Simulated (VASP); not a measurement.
# Co (P6/mmm) in VASP: a series of runs

Runs on Co. Level: PBE. Tasks: single point.

Everything below comes from runs of VASP 6.6.1. Logs are shortened: lines on timing, memory, paths and dates and some standing lists are left out, and cuts for length are marked.

### Step 1. The cell of the first run

The structure is hexagonal, space group P6/mmm (No. 191). The conventional cell has a = 3.749 Å, b = 3.749 Å, c = 2.288 Å, α = 90.00°, β = 90.00°, γ = 120.00°. Within 3.0 Å of Co (site symmetry 6/mmm) lie 14 Co at 2.29 to 2.45 Å. Co (site symmetry -6m2) has 11 Co at 2.16 to 2.45 Å within 2.9 Å.

This isn't the form of Co at room conditions, which is hcp.

### Step 2. Single point, PBE, collinear spin, ferromagnetic start (9.28 Å³/atom)

Contents of INCAR:

```
SYSTEM = Co
  PREC = Accurate
  ENCUT = 690
  EDIFF = 1E-6
  ISMEAR = -1
  SIGMA = 0.05
  LREAL = .False.
  LASPH = .True.
  NELM = 200
  ALGO = Normal
  ISIF = 2
  LWAVE = .False.
  LCHARG = .True.
  ISPIN = 2
  MAGMOM = 1.7 1.7 1.7
  LORBIT = 11
  LMAXMIX = 4
  GGA = PE
  LELF = .True.
  LVHAR = .True.
  NBANDS = 36
  GGA_COMPAT = .False.
```

Contents of KPOINTS:

```
regular mesh
0
Gamma
  10 10 14
  0 0 0
```

Contents of POSCAR:

```
Co
1.0
    3.7488755480      0.0000000000      0.0000000000
   -1.8744377740      3.2466214602      0.0000000000
    0.0000000000      0.0000000000      2.2884585505
Co
3
Direct
    0.0000000000      0.0000000000      0.0000000000
    0.3333333333      0.6666666667      0.5000000000
    0.6666666667      0.3333333333      0.5000000000
```

Potentials or basis: VASP PAW PBE potentials, release 64 (Co_sv).

On the command line:

```sh
cat potpaw_PBE.64/Co_sv/POTCAR > POTCAR
mpirun -np 1 vasp_std > vasp.out
```

OUTCAR:

```text
SYSTEM = Co
   PREC = Accurate
   ENCUT = 690
   EDIFF = 1E-6
   ISMEAR = -1
   LREAL = .False.
   LASPH = .True.
   NELM = 200
   ISIF = 2
   ISPIN = 2
   LORBIT = 11
   GGA = PE

 ion  position               nearest neighbor table
   1  0.000  0.000  0.000-   2 2.45   3 2.45   2 2.45   3 2.45   3 2.45   3 2.45   2 2.45   2 2.45
                             3 2.45   3 2.45   2 2.45   2 2.45
   2  0.333  0.667  0.500-   3 2.16   3 2.16   3 2.16   1 2.45   1 2.45   1 2.45   1 2.45   1 2.45
                             1 2.45
   3  0.667  0.333  0.500-   2 2.16   2 2.16   2 2.16   1 2.45   1 2.45   1 2.45   1 2.45   1 2.45
                             1 2.45

  LATTYP: Found a hexagonal cell.
 ALAT       =     3.7488755480
 C/A-ratio  =     0.6104386559

  Lattice vectors:

 A1 = (   3.7488755480,   0.0000000000,   0.0000000000)
 A2 = (  -1.8744377740,   3.2466214602,   0.0000000000)
 A3 = (   0.0000000000,   0.0000000000,   2.2884585505)

Analysis of symmetry for initial positions (statically):
=====================================================================
 Subroutine PRICEL returns:
 Original cell was already a primitive cell.

 Routine SETGRP: Setting up the symmetry group for a
 hexagonal supercell.

 Subroutine GETGRP returns: Found 24 space group operations
 (whereof 24 operations were pure point group operations)
 out of a pool of 24 trial point group operations.

The static configuration has the point symmetry D_6h.

Analysis of symmetry for dynamics (positions and initial velocities):
=====================================================================
 Subroutine PRICEL returns:
 Original cell was already a primitive cell.

 Routine SETGRP: Setting up the symmetry group for a
 hexagonal supercell.

 Subroutine GETGRP returns: Found 24 space group operations
 (whereof 24 operations were pure point group operations)
 out of a pool of 24 trial point group operations.

The dynamic configuration has the point symmetry D_6h.

Analysis of structural, dynamic, and magnetic symmetry:
=====================================================================
 Subroutine PRICEL returns:
 Original cell was already a primitive cell.

 Routine SETGRP: Setting up the symmetry group for a
 hexagonal supercell.

 Subroutine GETGRP returns: Found 24 space group operations
 (whereof 24 operations were pure point group operations)
 out of a pool of 24 trial point group operations.

The overall configuration has the point symmetry D_6h.

 Subroutine INISYM returns: Found 24 space group operations
 (whereof 24 operations are pure point group operations),
 and found     1 'primitive' translations

----------------------------------------------------------------------------------------

                                     Primitive cell

  volume of cell :      27.8532

  direct lattice vectors                    reciprocal lattice vectors
     3.748875548  0.000000000  0.000000000     0.266746652  0.154006251  0.000000000
    -1.874437774  3.246621460  0.000000000     0.000000000  0.308012502  0.000000000
     0.000000000  0.000000000  2.288458551     0.000000000  0.000000000  0.436975360

  length of vectors
     3.748875548  3.748875548  2.288458551     0.308012502  0.308012502  0.436975360

  position of ions in fractional coordinates (direct lattice)
     0.000000000  0.000000000  0.000000000
     0.333333333  0.666666667  0.500000000
     0.666666667  0.333333333  0.500000000

  ion indices of the primitive-cell ions
   primitive index   ion index
                 1           1
                 2           2
                 3           3

----------------------------------------------------------------------------------------

 KPOINTS: regular mesh

Automatic generation of k-mesh.
 Grid dimensions read from file:
 generate k-points for:   10   10   14

 Generating k-lattice:

  Cartesian coordinates                     Fractional coordinates (reciprocal lattice)
     0.026674665  0.015400625  0.000000000     0.100000000  0.000000000  0.000000000
     0.000000000  0.030801250  0.000000000     0.000000000  0.100000000  0.000000000
     0.000000000  0.000000000  0.031212526     0.000000000  0.000000000  0.071428571

  Length of vectors
     0.030801250  0.030801250  0.031212526

  Shift w.r.t. Gamma in fractional coordinates (k-lattice)
     0.000000000  0.000000000  0.000000000

 Subroutine IBZKPT returns following result:
 ===========================================

 Found    112 irreducible k-points:

 Following reciprocal coordinates:
            Coordinates               Weight
  0.000000  0.000000  0.000000      1.000000
  0.100000  0.000000  0.000000      6.000000
  0.200000  0.000000  0.000000      6.000000
  0.300000  0.000000  0.000000      6.000000
  0.400000 -0.000000  0.000000      6.000000
  0.500000  0.000000  0.000000      3.000000
[... 16 lines left out ...]
  0.300000  0.100000  0.071429     24.000000
  0.400000  0.100000  0.071429     24.000000
 [... further k-points ...]
   k-points           NKPTS =    112   k-points in BZ     NKDIM =    112   number of bands    NBANDS=     36
   number of dos      NEDOS =    301   number of ions     NIONS =      3
   total plane-waves  NPLWV =  20480
   dimension x,y,z NGX =    32 NGY =   32 NGZ =   20
   dimension x,y,z NGXF=    64 NGYF=   64 NGZF=   40
   ions per type =               3
   NGX,Y,Z   is equivalent  to a cutoff of  14.19, 14.19, 14.53 a.u.
   NGXF,Y,Z  is equivalent  to a cutoff of  28.38, 28.38, 29.06 a.u.
 SYSTEM =  Co
   PREC   = accura    normal or accurate (medium, high low for compatibility)
   ISTART =      0    job   : 0-new  1-cont  2-samecut
   ICHARG =      2    charge: 1-file 2-atom 10-const
   ISPIN  =      2    spin polarized calculation?
   LNONCOLLINEAR =      F non collinear calculations
   LSORBIT =      F    spin-orbit coupling
   LASPH  =      T    aspherical Exc in radial PAW
   ENCUT  =  690.0 eV  50.71 Ry    7.12 a.u.   8.03  8.03  4.90*2*pi/ulx,y,z
   NELM   =    200;   NELMIN=  2; NELMDL= -5     # of ELM steps
   EDIFF  = 0.1E-05   stopping-criterion for ELM
   LREAL  =      F    real-space projection
   EDIFFG = 0.1E-04   stopping-criterion for IOM
   NSW    =      0    number of steps for IOM
   IBRION =     -1    ionic relax: 0-MD 1-quasi-New 2-CG
   NFREE  =      0    steps in history (QN), initial steepest desc. (CG)
   ISIF   =      2    stress and relaxation
   ISYM   =      2    0-nonsym 1-usesym 2-fastsym
   POTIM  = 0.5000    time-step for ionic-motion
   TEBEG  =    0.0;   TEEND  =   0.0 temperature during run
   PSTRESS=    0.0 pullay stress
   NELECT =      51.0000    total number of electrons
   NUPDOWN=      -1.0000    fix difference up-down
   EMIN   =  10.00;   EMAX   =-10.00  energy-range for DOS
   EFERMI =   0.00;   METHOD = LEGACY
   ISMEAR =    -1;   SIGMA  =   0.05  broadening in eV -4-tet -1-fermi 0-gaus
   EFERMI_NEDOS =   21; number of points for ismear=-14 and -15
   IALGO  =     38    algorithm
   IMIX   =      4    mixing-type and parameters
     AMIX     =   0.40;   BMIX     =  1.00
     AMIX_MAG =   1.60;   BMIX_MAG =  1.00
  volume/ion in A,a.u.               =       9.28        62.65
  Fermi-wavevector in a.u.,A,eV,Ry     =   2.002810  3.784761 54.576315  4.011246
  Thomas-Fermi vector in A             =   3.017684
   LORBIT       =     11    0 simple, 1 ext, 2 COOP (PROOUT), +10 PAW based schemes
   GGA     = PE    functional components
   LHFCALC =     F    Hartree Fock is set to
   AEXX    =    0.0000 exact exchange contribution
   IVDW    =     0    specifies the selected vdW correction
   LEPSILON=     F    determine dielectric tensor
   LRPA    =     F    only Hartree local field effects (RPA)
 spin polarized calculation
  energy-cutoff  :      690.00
  volume of cell :       27.85
 maximum number of plane-waves:      1161
   NGX = 17   NGY = 17   NGZ =  9

 number of electron      51.0000031 magnetization       4.4377657

 Free energy of the ion-electron system (eV)
  ---------------------------------------------------
  ext. energy  EPLUGINS =         0.00000000
  ---------------------------------------------------
  free energy    TOTEN  =       -20.38049322 eV

  energy without entropy =      -20.36019240  energy(sigma->0) =      -20.37034281

 E-fermi :  14.8350     XC(G=0): -14.9087

 val. band max:       14.8295010147   @ k =   0.1000   0.0000   0.0000
 cond. band min:      14.8378898797   @ k =   0.1000   0.1000   0.4286
 fundamental gap:      0.0083888650
 Fermi energy:        14.8349566758

 spin component 1

 k-point     1 :       0.0000    0.0000    0.0000
  band No.  band energies     occupation
      1     -81.5296      1.00000
      2     -81.3721      1.00000
      3     -81.2675      1.00000
      4     -44.9491      1.00000
      5     -44.9491      1.00000
      6     -44.6677      1.00000
[... 28 lines left out ...]
     35      32.8945      0.00000
     36      40.7014      0.00000
[... 866 lines left out ...]
      6     -44.6689      1.00000
[... 28 lines left out ...]
     35      35.1797      0.00000
     36      35.5741      0.00000

 [... further k-points ...]

 spin component 2

 k-point     1 :       0.0000    0.0000    0.0000
  band No.  band energies     occupation
      1     -79.6544      1.00000
      2     -79.4879      1.00000
      3     -79.3827      1.00000
      4     -43.1398      1.00000
      5     -43.1398      1.00000
      6     -42.8370      1.00000
[... 28 lines left out ...]
     35      33.1015      0.00000
     36      41.0742      0.00000
[... 866 lines left out ...]
      6     -42.8406      1.00000
[... 28 lines left out ...]
     35      35.3883      0.00000
     36      35.8775      0.00000

 [... further k-points ...]
[... 5 lines left out ...]
  --------------------------------------------------------------------------------------
  -------------------------------------------------------------------------------------
  Total        8.9121012      8.9121012      8.9207657     -0.0000000      0.0000000      0.0000000
  in kB      512.6429208    512.6429208    513.1413197     -0.0000000      0.0000000      0.0000000
  external PRESSURE =     512.8090537 kB  Pullay stress =       0.0000000 kB

 VOLUME and BASIS-vectors are now :
 -----------------------------------------------------------------------------
  energy-cutoff  :      690.00
  volume of cell :       27.85
      direct lattice vectors                 reciprocal lattice vectors
     3.748875548  0.000000000  0.000000000     0.266746652  0.154006251  0.000000000
    -1.874437774  3.246621460  0.000000000     0.000000000  0.308012502  0.000000000
     0.000000000  0.000000000  2.288458551     0.000000000  0.000000000  0.436975360

 POSITION                                       TOTAL-FORCE (eV/Angst)
 -----------------------------------------------------------------------------------
      0.00000      0.00000      0.00000        -0.000000      0.000000      0.000000
     -0.00000      2.16441      1.14423         0.000000      0.000000     -0.000000
      1.87444      1.08221      1.14423        -0.000000      0.000000      0.000000
 -----------------------------------------------------------------------------------
    total drift:                               -0.000000      0.000000     -0.000000

  FREE ENERGIE OF THE ION-ELECTRON SYSTEM (eV)
  ---------------------------------------------------
  free  energy   TOTEN  =       -20.3804932204 eV

  energy  without entropy=      -20.3601924000  energy(sigma->0) =      -20.37034281

 total charge

# of ion       s       p       d       tot
------------------------------------------
    1        2.270   6.158   6.747  15.176
    2        2.291   6.171   6.773  15.235
    3        2.291   6.171   6.773  15.235
--------------------------------------------------
tot          6.852  18.500  20.294  45.646

 magnetization (x)

# of ion       s       p       d       tot
------------------------------------------
    1       -0.001  -0.013   1.541   1.526
    2       -0.002  -0.011   1.532   1.519
    3       -0.002  -0.011   1.532   1.519
--------------------------------------------------
tot         -0.006  -0.035   4.605   4.565
```

Run time: 2.9 min. Hardware: 1 thread of Intel Xeon Platinum 8488C (Sapphire Rapids), shared host; peak memory 0.33 GiB.

What came out:

```yaml
Free_energy: -20.3805 eV
Pressure: 51.3 GPa
Net_moment: 4.44 μB per cell
Site_moments: Co +1.53, +1.52 (each value once) μB
Valence_electrons_inside_the_program's_atomic_spheres: Co 15.18, 15.23 (each value once)
```

Caveat: the cell stands under pressure.

### Step 3. Single point, PBE, collinear spin, ferromagnetic start (8.40 Å³/atom)

This run uses another cell than the first one, of 8.40 Å³/atom.

Contents of INCAR:

```
PREC     = Accurate       # precision mode
ENCUT    = 690            # plane-wave cutoff, eV
EDIFF    = 1E-6           # SCF threshold, eV
ISMEAR   = -1             # smearing method
SIGMA    = 0.05           # smearing width, eV
LREAL    = False          # projectors in reciprocal space
LASPH    = True           # aspherical terms in the spheres
NELM     = 200            # most SCF steps
ALGO     = Normal         # electronic algorithm
ISIF     = 2              # what is computed and relaxed
LWAVE    = False          # write WAVECAR
LCHARG   = True           # write CHGCAR
ISPIN    = 2              # spin polarisation
MAGMOM   = 1.7 1.7 1.7    # initial moments
LORBIT   = 11             # projections on sites
LMAXMIX  = 4              # l up to which the mixer works
GGA      = PE             # functional
LELF     = True           # ELF
LVHAR    = True         
NBANDS   = 36             # bands
GGA_COMPAT= False
```

Contents of KPOINTS:

```
regular mesh
0
Gamma
  10 10 14
```

Contents of POSCAR:

```
Co
1.0
    3.6313356630      0.0000000000      0.0000000000
   -1.8156678315      3.1448289338      0.0000000000
    0.0000000000      0.0000000000      2.2067168637
Co
3
Direct
    0.0000000000      0.0000000000      0.0000000000
    0.3333333333      0.6666666667      0.5000000000
    0.6666666667      0.3333333333      0.5000000000
```

Potentials or basis: VASP PAW PBE potentials, release 64 (Co_sv).

On the command line:

```sh
cat potpaw_PBE.64/Co_sv/POTCAR > POTCAR
mpirun -np 1 vasp_std > vasp.out
```

Run time: 3.8 min. Hardware: 1 thread of Intel Xeon Platinum 8375C at 2.90GHz (Ice Lake), shared host; peak memory 0.31 GiB.

It converged, with:

```
Free energy                                           : -19.1081 eV
Pressure                                              : 103.7 GPa
Net moment                                            : 4.02 μB per cell
Site moments                                          : Co +1.45, +1.33 (each value once) μB
Valence electrons inside the program's atomic spheres : Co 15.29, 15.36 (each value once)
```

Stress tensor (GPa, compression positive):
```
103.62   0.00   0.00
  0.00 103.62   0.00
  0.00   0.00 103.77
```

Levels at points of the mesh, in eV from the Fermi level:
Spin up:
```tsv
k point	band 26	band 27	band 28	band 29	band 30	band 31
(0.00, 0.00, 0.00)	-2.00	-0.21	-0.21	8.02	8.02	8.06
(0.50, 0.00, 0.00)	-0.73	-0.63	-0.33	-0.04	-0.01	9.33
(0.00, 0.00, 0.50)	-0.38	0.65	1.79	3.07	12.02	12.77
(0.50, 0.00, 0.50)	-0.26	0.30	2.14	2.99	6.96	8.47
```
Spin down:
| k point | band 20 | band 21 | band 22 | band 23 | band 24 | band 25 | band 26 | band 27 | band 28 | band 29 |
| --- | --- | --- | --- | --- | --- | --- | --- | --- | --- | --- |
| (0.00, 0.00, 0.00) | -2.26 | -1.40 | -1.40 | -0.52 | -0.52 | -0.43 | -0.43 | 1.56 | 1.56 | 8.76 |
| (0.50, 0.00, 0.00) | -2.28 | -1.42 | -0.35 | -0.28 | 0.05 | 0.56 | 1.00 | 1.03 | 1.03 | 1.05 |
| (0.00, 0.00, 0.50) | -1.57 | -1.54 | -1.54 | 0.85 | 0.85 | 1.18 | 1.18 | 1.81 | 3.17 | 3.87 |
| (0.50, 0.00, 0.50) | -1.60 | -1.38 | -0.93 | -0.33 | 0.45 | 0.98 | 1.44 | 1.65 | 2.80 | 3.71 |

Caveat: the cell stands under pressure.
